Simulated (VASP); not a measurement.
## CdSe (rocksalt type): relaxation of cell and atoms with PBE

The system is CdSe (rocksalt type).

```
CELL_PARAMETERS angstrom
0.00000 2.44653 2.44653
2.44653 0.00000 2.44653
2.44653 2.44653 0.00000
ATOMIC_POSITIONS crystal
Cd 0.00000 0.00000 0.00000
Se 0.50000 0.50000 0.50000
```

- Program: VASP 6.6.1
- Task: relaxation of cell and atoms
- Functional: PBE
- Potentials or basis: VASP PAW PBE potentials, release 64 (Cd, Se)
- Cutoff: 600 eV
- k mesh: 14 × 14 × 14
- Occupations: fermi-dirac, width 0.05 eV
- Spin: no spin polarisation
- Target pressure: 90 GPa
- Dipole correction: no
- Further INCAR settings: ALGO = Normal; EDIFF = 1e-07; IBRION = 2; EDIFFG = -0.005; NSW = 60; ISIF = 3

```
Relaxed volume                                         : 14.74 Å³/atom
Relaxed cell                                           : a = 3.468 Å, b = 3.468 Å, c = 3.468 Å, α = 60.00°, β = 60.00°, γ = 60.00°
Space group after relaxing (to 0.05 Å)                 : Fm-3m (No. 225)
Energy change on relaxing (the enthalpy is what falls) : -57.5 meV/atom
Ionic steps                                            : 3
Pressure after relaxing                                : 90.0 GPa
Band gap on the k mesh                                 : zero (band 9 reaches 8.08 eV, above the bottom of band 10 at 7.21 eV)
```

Step by step:
| step | energy change (eV) | largest force (eV/Å) | pressure (GPa) | volume (Å³) |
| --- | --- | --- | --- | --- |
| 1 | 0.0000 | 0.0000 | 92.78 | 29.29 |
| 2 | -0.5825 | 0.0000 | 78.55 | 30.38 |
| 3 | -0.1150 | 0.0000 | 89.97 | 29.49 |

Final structure:
```
CELL_PARAMETERS angstrom
0.00000 2.45213 2.45213
2.45213 0.00000 2.45213
2.45213 2.45213 0.00000
ATOMIC_POSITIONS crystal
Cd 0.00000 0.00000 0.00000
Se 0.50000 0.50000 0.50000
```

Levels at points of the mesh, in eV from the Fermi level:
| k point | band 6 | band 7 | band 8 | band 9 | band 10 | band 11 | band 12 | band 13 |
| --- | --- | --- | --- | --- | --- | --- | --- | --- |
| (0.00, 0.00, 0.00) | -10.06 | -1.84 | -1.84 | -1.84 | 2.72 | 8.76 | 8.76 | 8.76 |
| (0.50, 0.00, 0.00) | -9.55 | -7.57 | 0.06 | 0.06 | 2.19 | 4.59 | 4.59 | 9.77 |
| (0.50, 0.50, 0.00) | -8.22 | -7.59 | -4.60 | -4.60 | -0.82 | 4.46 | 13.16 | 13.93 |

Wall time 70 s on 1 thread of AMD EPYC 9R45 96-Core Processor (Zen 5), with other jobs on the host, peak memory 0.18 GiB.

Caveat: the cell is relaxed towards a set pressure, so the enthalpy falls and the energy may rise.
